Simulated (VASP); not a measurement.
# Al3B2P (Cmmm) in VASP: notebook

The runs below take Al3B2P through single point, with PBE.

Program: VASP 6.6.1. These are calculated values, not measurements. Logs are shortened: lines on timing, memory, paths and dates and some standing lists are left out, and cuts for length are marked.

**1. The cell of the first run**

The structure is orthorhombic, space group Cmmm (No. 65). The conventional cell has a = 6.328 Å, b = 7.166 Å, c = 4.167 Å, α = 90.00°, β = 90.00°, γ = 90.00°. Within 2.3 Å of Al (site symmetry m2m) lie 2 B at 1.73 Å and 1 Al at 2.20 Å. Al (site symmetry mmm) has 4 B at 2.39 Å and 2 Al at 2.48 Å within 3.2 Å. Within 2.3 Å of B (site symmetry 2/m) lie 2 Al at 1.73 Å. P (site symmetry mmm) has 4 Al at 2.36 Å within 3.1 Å.

**2. Single point, PBE**

INCAR

```
PREC = Accurate ; ENCUT = 520
EDIFF = 1E-7 ; ISMEAR = 0
SIGMA = 0.1 ; LREAL = False
LASPH = True ; NELM = 80
ALGO = Normal ; ISIF = 2
LWAVE = False ; LCHARG = False
GGA = PE ; NBANDS = 19
```

KPOINTS

```
Automatic mesh
0
Gamma
  4 4 4
```

POSCAR

```
Al3B2P
1.0
    3.1639380100     -3.5829970800      0.0000000000
    3.1639380100      3.5829970800      0.0000000000
    0.0000000000      0.0000000000      4.1670906200
Al B P
3 2 1
Direct
    0.8462198700      0.1537801300      0.5000000000
    0.1537801300      0.8462198700      0.5000000000
    0.5000000000      0.5000000000      0.5000000000
    0.0000000000      0.5000000000      0.5000000000
    0.5000000000      0.0000000000      0.5000000000
    0.0000000000      0.0000000000      0.0000000000
```

Potentials or basis: VASP PAW PBE potentials, release 64 (Al, B, P).

The run is started by

```sh
$ cat potpaw_PBE.64/Al/POTCAR potpaw_PBE.64/B/POTCAR potpaw_PBE.64/P/POTCAR > POTCAR
$ mpirun -np 1 vasp_std > vasp.out
```

OUTCAR:

```text
PREC = Accurate
   ENCUT = 520
   EDIFF = 1E-7
   ISMEAR = 0
   LREAL = False
   LASPH = True
   NELM = 80
   ISIF = 2
   GGA = PE

 ion  position               nearest neighbor table
   1  0.846  0.154  0.500-   4 1.73   5 1.73   2 2.20   6 2.36   6 2.36   3 2.48   3 3.35   3 3.35

   2  0.154  0.846  0.500-   4 1.73   5 1.73   1 2.20   6 2.36   6 2.36   3 2.48   3 3.35   3 3.35

   3  0.500  0.500  0.500-   4 2.39   5 2.39   5 2.39   4 2.39   1 2.48   2 2.48   2 3.35   2 3.35
                             1 3.35   1 3.35
   4  0.000  0.500  0.500-   1 1.73   2 1.73   3 2.39   3 2.39
   5  0.500  0.000  0.500-   1 1.73   2 1.73   3 2.39   3 2.39
   6  0.000  0.000  0.000-   1 2.36   2 2.36   1 2.36   2 2.36

  LATTYP: Found a base centered orthorhombic cell.
 ALAT       =     6.3278760200
 B/A-ratio  =     1.1324485716
 C/A-ratio  =     0.6585291189

  Lattice vectors:

 A1 = (   3.1639380100,  -3.5829970800,   0.0000000000)
 A2 = (   3.1639380100,   3.5829970800,   0.0000000000)
 A3 = (   0.0000000000,   0.0000000000,   4.1670906200)

Analysis of symmetry for initial positions (statically):
=====================================================================
 Subroutine PRICEL returns:
 Original cell was already a primitive cell.

 Routine SETGRP: Setting up the symmetry group for a
 base centered orthorhombic supercell.

 Subroutine GETGRP returns: Found  8 space group operations
 (whereof  8 operations were pure point group operations)
 out of a pool of  8 trial point group operations.

The static configuration has the point symmetry D_2h.

Analysis of symmetry for dynamics (positions and initial velocities):
=====================================================================
 Subroutine PRICEL returns:
 Original cell was already a primitive cell.

 Routine SETGRP: Setting up the symmetry group for a
 base centered orthorhombic supercell.

 Subroutine GETGRP returns: Found  8 space group operations
 (whereof  8 operations were pure point group operations)
 out of a pool of  8 trial point group operations.

The dynamic configuration has the point symmetry D_2h.

 Subroutine INISYM returns: Found  8 space group operations
 (whereof  8 operations are pure point group operations),
 and found     1 'primitive' translations

----------------------------------------------------------------------------------------

                                     Primitive cell

  volume of cell :      94.4795

  direct lattice vectors                    reciprocal lattice vectors
     3.163938010 -3.582997080  0.000000000     0.158030909 -0.139547979  0.000000000
     3.163938010  3.582997080  0.000000000     0.158030909  0.139547979  0.000000000
     0.000000000  0.000000000  4.167090620     0.000000000  0.000000000  0.239975583

  length of vectors
     4.779997051  4.779997051  4.167090620     0.210825536  0.210825536  0.239975583

  position of ions in fractional coordinates (direct lattice)
     0.846219870  0.153780130  0.500000000
     0.153780130  0.846219870  0.500000000
     0.500000000  0.500000000  0.500000000
     0.000000000  0.500000000  0.500000000
     0.500000000  0.000000000  0.500000000
     0.000000000  0.000000000  0.000000000

  ion indices of the primitive-cell ions
   primitive index   ion index
                 1           1
                 2           2
                 3           3
                 4           4
                 5           5
                 6           6

----------------------------------------------------------------------------------------

 KPOINTS: Automatic mesh

Automatic generation of k-mesh.
 Grid dimensions read from file:
 generate k-points for:    4    4    4

 Generating k-lattice:

  Cartesian coordinates                     Fractional coordinates (reciprocal lattice)
     0.039507727 -0.034886995  0.000000000     0.250000000  0.000000000  0.000000000
     0.039507727  0.034886995  0.000000000     0.000000000  0.250000000  0.000000000
     0.000000000  0.000000000  0.059993896     0.000000000  0.000000000  0.250000000

  Length of vectors
     0.052706384  0.052706384  0.059993896

  Shift w.r.t. Gamma in fractional coordinates (k-lattice)
     0.000000000  0.000000000  0.000000000

 Subroutine IBZKPT returns following result:
 ===========================================

 Found     21 irreducible k-points:

 Following reciprocal coordinates:
            Coordinates               Weight
  0.000000  0.000000  0.000000      1.000000
  0.250000 -0.000000  0.000000      4.000000
  0.500000 -0.000000  0.000000      2.000000
  0.250000  0.250000  0.000000      2.000000
  0.500000  0.250000  0.000000      4.000000
 -0.250000  0.250000  0.000000      2.000000
[... 13 lines left out ...]
 -0.250000  0.250000  0.500000      2.000000
  0.500000  0.500000  0.500000      1.000000
   k-points           NKPTS =     21   k-points in BZ     NKDIM =     21   number of bands    NBANDS=     19
   number of dos      NEDOS =    301   number of ions     NIONS =      6
   total plane-waves  NPLWV =  41472
   dimension x,y,z NGX =    36 NGY =   36 NGZ =   32
   dimension x,y,z NGXF=    72 NGYF=   72 NGZF=   64
   ions per type =               3   2   1
   NGX,Y,Z   is equivalent  to a cutoff of  12.52, 12.52, 12.77 a.u.
   NGXF,Y,Z  is equivalent  to a cutoff of  25.04, 25.04, 25.53 a.u.
 SYSTEM =  unknown system
   PREC   = accura    normal or accurate (medium, high low for compatibility)
   ISTART =      0    job   : 0-new  1-cont  2-samecut
   ICHARG =      2    charge: 1-file 2-atom 10-const
   ISPIN  =      1    spin polarized calculation?
   LNONCOLLINEAR =      F non collinear calculations
   LSORBIT =      F    spin-orbit coupling
   LASPH  =      T    aspherical Exc in radial PAW
   ENCUT  =  520.0 eV  38.22 Ry    6.18 a.u.   8.89  8.89  7.75*2*pi/ulx,y,z
   NELM   =     80;   NELMIN=  2; NELMDL= -5     # of ELM steps
   EDIFF  = 0.1E-06   stopping-criterion for ELM
   LREAL  =      F    real-space projection
   EDIFFG = 0.1E-05   stopping-criterion for IOM
   NSW    =      0    number of steps for IOM
   IBRION =     -1    ionic relax: 0-MD 1-quasi-New 2-CG
   NFREE  =      0    steps in history (QN), initial steepest desc. (CG)
   ISIF   =      2    stress and relaxation
   ISYM   =      2    0-nonsym 1-usesym 2-fastsym
   POTIM  = 0.5000    time-step for ionic-motion
   TEBEG  =    0.0;   TEEND  =   0.0 temperature during run
   PSTRESS=    0.0 pullay stress
   NELECT =      20.0000    total number of electrons
   NUPDOWN=      -1.0000    fix difference up-down
   EMIN   =  10.00;   EMAX   =-10.00  energy-range for DOS
   EFERMI =   0.00;   METHOD = LEGACY
   ISMEAR =     0;   SIGMA  =   0.10  broadening in eV -4-tet -1-fermi 0-gaus
   EFERMI_NEDOS =   21; number of points for ismear=-14 and -15
   IALGO  =     38    algorithm
   IMIX   =      4    mixing-type and parameters
     AMIX     =   0.40;   BMIX     =  1.00
     AMIX_MAG =   1.60;   BMIX_MAG =  1.00
  volume/ion in A,a.u.               =      15.75       106.26
  Fermi-wavevector in a.u.,A,eV,Ry     =   0.975676  1.843761 12.951985  0.951944
  Thomas-Fermi vector in A             =   2.106235
   LORBIT       =      0    0 simple, 1 ext, 2 COOP (PROOUT), +10 PAW based schemes
   GGA     = PE    functional components
   LHFCALC =     F    Hartree Fock is set to
   AEXX    =    0.0000 exact exchange contribution
   IVDW    =     0    specifies the selected vdW correction
   LEPSILON=     F    determine dielectric tensor
   LRPA    =     F    only Hartree local field effects (RPA)
 non-spin polarized calculation
 Gauss-broadening in eV      SIGMA  =   0.10
  energy-cutoff  :      520.00
  volume of cell :       94.48
 maximum number of plane-waves:      2566
   NGX = 17   NGY = 17   NGZ = 15

 number of electron      20.0000002 magnetization

 Free energy of the ion-electron system (eV)
  ---------------------------------------------------
  ext. energy  EPLUGINS =         0.00000000
  ---------------------------------------------------
  free energy    TOTEN  =       -19.03211085 eV

  energy without entropy =      -19.02368319  energy(sigma->0) =      -19.02789702

 E-fermi :   5.1479     XC(G=0):  -9.4756

 val. band max:        5.0850462007   @ k =   0.0000   0.0000   0.2500
 cond. band min:       5.1572537848   @ k =   0.0000   0.0000   0.5000
 fundamental gap:      0.0722075841
 Fermi energy:         5.1479427627

 k-point     1 :       0.0000    0.0000    0.0000
  band No.  band energies     occupation
      1      -7.2970      2.00000
      2      -2.8177      2.00000
      3      -0.8503      2.00000
      4      -0.7669      2.00000
      5       0.3595      2.00000
      6       0.7071      2.00000
[... 11 lines left out ...]
     18      11.0265      0.00000
     19      11.5948      0.00000

 k-point     2 :       0.2500   -0.0000    0.0000
  band No.  band energies     occupation
      1      -7.1094      2.00000
      2      -3.3380      2.00000
      3      -1.7450      2.00000
      4       0.2361      2.00000
      5       0.5123      2.00000
      6       1.4599      2.00000
[... 11 lines left out ...]
     18      11.2571      0.00000
     19      12.2717      0.00000

 k-point     3 :       0.5000   -0.0000    0.0000
  band No.  band energies     occupation
      1      -6.8726      2.00000
      2      -3.9600      2.00000
      3      -1.8137      2.00000
      4       0.6943      2.00000
      5       0.7341      2.00000
      6       1.8811      2.00000
[... 11 lines left out ...]
     18      12.1138      0.00000
     19      12.3723      0.00000

 k-point     4 :       0.2500    0.2500    0.0000
  band No.  band energies     occupation
      1      -6.9196      2.00000
      2      -3.1296      2.00000
      3      -2.9502      2.00000
      4       0.6719      2.00000
      5       0.9079      2.00000
      6       1.4307      2.00000
[... 341 lines left out ...]
     18      11.9744      0.00000
     19      12.2946      0.00000

 k-point    20 :      -0.2500    0.2500    0.5000
  band No.  band energies     occupation
      1      -5.5523      2.00000
      2      -4.7765      2.00000
      3      -1.8877      2.00000
      4      -1.3553      2.00000
      5       0.3478      2.00000
      6       1.2697      2.00000
[... 11 lines left out ...]
     18      12.3648      0.00000
     19      12.3891      0.00000

 k-point    21 :       0.5000    0.5000    0.5000
  band No.  band energies     occupation
      1      -5.4196      2.00000
      2      -3.3564      2.00000
      3      -3.1550      2.00000
      4      -1.8447      2.00000
      5      -1.2413      2.00000
      6       0.8248      2.00000
[... 11 lines left out ...]
     18      11.9275      0.00000
     19      12.2723      0.00000

------------------------ aborting loop because EDIFF is reached ----------------------------------------

  FORCE on cell =-STRESS in cart. coord.  units (eV):
  Direction    XX          YY          ZZ          XY          YZ          ZX
  --------------------------------------------------------------------------------------
  -------------------------------------------------------------------------------------
  Total       42.6417649     19.1816357      3.8033214      0.0000000      0.0000000      0.0000000
  in kB      723.1167023    325.2811226     64.4965155      0.0000000      0.0000000      0.0000000
  external PRESSURE =     370.9647802 kB  Pullay stress =       0.0000000 kB

 VOLUME and BASIS-vectors are now :
 -----------------------------------------------------------------------------
  energy-cutoff  :      520.00
  volume of cell :       94.48
      direct lattice vectors                 reciprocal lattice vectors
     3.163938010 -3.582997080  0.000000000     0.158030909 -0.139547979  0.000000000
     3.163938010  3.582997080  0.000000000     0.158030909  0.139547979  0.000000000
     0.000000000  0.000000000  4.167090620     0.000000000  0.000000000  0.239975583

 POSITION                                       TOTAL-FORCE (eV/Angst)
 -----------------------------------------------------------------------------------
      3.16394     -2.48101      2.08355        -0.000000     -1.531552     -0.000000
      3.16394      2.48101      2.08355        -0.000000      1.531552      0.000000
      3.16394      0.00000      2.08355        -0.000000      0.000000     -0.000000
      1.58197      1.79150      2.08355        -0.000000      0.000000     -0.000000
      1.58197     -1.79150      2.08355        -0.000000      0.000000     -0.000000
      0.00000      0.00000      0.00000         0.000000      0.000000     -0.000000
 -----------------------------------------------------------------------------------
    total drift:                               -0.000000     -0.000000      0.000000

  FREE ENERGIE OF THE ION-ELECTRON SYSTEM (eV)
  ---------------------------------------------------
  free  energy   TOTEN  =       -19.0321108452 eV

  energy  without entropy=      -19.0236831947  energy(sigma->0) =      -19.02789702
```

It took 29 s on 1 thread of AMD EPYC 7R43 (Zen 3), shared host; peak memory 0.16 GiB.

What came out:

```yaml
Free_energy: -19.0321 eV
Pressure: 37.1 GPa
Largest_force: 1.532 eV/Å
Band_gap_on_the_k_mesh: zero (band 10 reaches 5.83 eV, above the bottom of band 11 at 4.31 eV)
```

Forces on the atoms (eV/Å):
```
Al   0.000 -1.532  0.000
Al   0.000  1.532  0.000
Al   0.000  0.000  0.000
B    0.000  0.000  0.000
B    0.000  0.000  0.000
P    0.000  0.000  0.000
```

Stress tensor (GPa, compression positive):
```
72.31  0.00  0.00
 0.00 32.53  0.00
 0.00  0.00  6.45
```

Levels at points of the mesh, in eV from the Fermi level:
```tsv
k point	band 6	band 7	band 8	band 9	band 10	band 11	band 12	band 13	band 14	band 15
(0.00, 0.00, 0.00)	-4.44	-2.23	-1.74	-0.72	0.62	0.81	0.99	1.30	1.48	3.49
(0.50, 0.00, 0.00)	-3.27	-3.14	-2.41	-1.04	-0.77	1.07	1.16	1.30	2.87	4.69
(0.50, 0.50, 0.00)	-3.60	-1.40	-0.83	-0.51	-0.39	0.39	1.04	1.40	2.79	4.25
(0.00, 0.00, 0.50)	-3.43	-2.59	-1.90	-1.49	-1.05	-0.52	0.01	1.17	3.81	4.33
(0.50, 0.00, 0.50)	-3.20	-2.85	-2.83	-1.85	-0.55	0.03	1.58	3.41	3.63	4.55
(0.50, 0.50, 0.50)	-4.32	-3.10	-0.38	-0.37	-0.14	1.17	2.54	3.05	4.15	4.76
```

Caveat: the k points lie up to 0.38 Å⁻¹ apart; forces of over 1 eV/Å act on the atoms, so gaps and moduli don't describe the material at rest.

**3. Single point, PBE**

This run uses another cell than the first one, of 20.45 Å³/atom, 1.299 times its volume.

INCAR

```
PREC = Accurate
ENCUT = 520
EDIFF = 1E-6
ISMEAR = 0
SIGMA = 0.1
LREAL = F
LASPH = T
NELM = 100
ALGO = Normal
ISIF = 2
LWAVE = F
LCHARG = F
GGA = PE
NBANDS = 19
```

KPOINTS

```
regular mesh
0
Gamma
  4 4 4
```

POSCAR

```
Al3B2P
1.0
    3.8482198167     -4.2714717853      0.0000000000
    3.8482198167      4.2714717853      0.0000000000
    0.0000000000      0.0000000000      3.7327490959
Al B P
3 2 1
Direct
    0.8283169460      0.1716830540      0.5000000000
    0.1716830540      0.8283169460      0.5000000000
    0.5000000000      0.5000000000      0.5000000000
    0.0000000000      0.5000000000      0.5000000000
    0.5000000000      0.0000000000      0.5000000000
    0.0000000000      0.0000000000      0.0000000000
```

Potentials or basis: VASP PAW PBE potentials, release 64 (Al, B, P).

The run is started by

```sh
$ cat potpaw_PBE.64/Al/POTCAR potpaw_PBE.64/B/POTCAR potpaw_PBE.64/P/POTCAR > POTCAR
$ mpirun -np 1 vasp_std > vasp.out
```

Wall time 45 s (1 thread of AMD EPYC 7R43 (Zen 3), shared host); peak memory 0.21 GiB.

The run converged. Its results:

```yaml
Free_energy: -23.6907 eV
Pressure: 0.1 GPa
Largest_force: 0.013 eV/Å
Band_gap_on_the_k_mesh: zero (band 10 reaches 4.32 eV, above the bottom of band 11 at 2.48 eV)
```

Forces in eV/Å, atoms in the order of the input:
```
Al   0.000 -0.013  0.000
Al   0.000  0.013  0.000
Al   0.000  0.000  0.000
B    0.000  0.000  0.000
B    0.000  0.000  0.000
P    0.000  0.000  0.000
```

Stress tensor (GPa, compression positive):
```
 0.12  0.00  0.00
 0.00  0.10  0.00
 0.00  0.00 -0.02
```

Levels at points of the mesh, in eV from the Fermi level:
| k point | band 8 | band 9 | band 10 | band 11 | band 12 | band 13 |
| --- | --- | --- | --- | --- | --- | --- |
| (0.00, 0.00, 0.00) | -2.50 | -1.44 | 0.93 | 1.41 | 1.55 | 1.65 |
| (0.50, 0.00, 0.00) | -1.57 | -1.19 | 0.38 | 1.05 | 1.68 | 1.97 |
| (0.50, 0.50, 0.00) | -1.64 | -0.85 | 0.59 | 0.82 | 1.54 | 1.67 |
| (0.00, 0.00, 0.50) | -1.98 | -1.21 | -1.04 | -0.91 | -0.89 | -0.41 |
| (0.50, 0.00, 0.50) | -2.59 | -1.87 | -0.92 | -0.06 | 0.20 | 1.85 |
| (0.50, 0.50, 0.50) | -1.24 | -0.74 | -0.67 | 0.92 | 1.02 | 1.70 |

Caveat: the k points lie up to 0.42 Å⁻¹ apart.
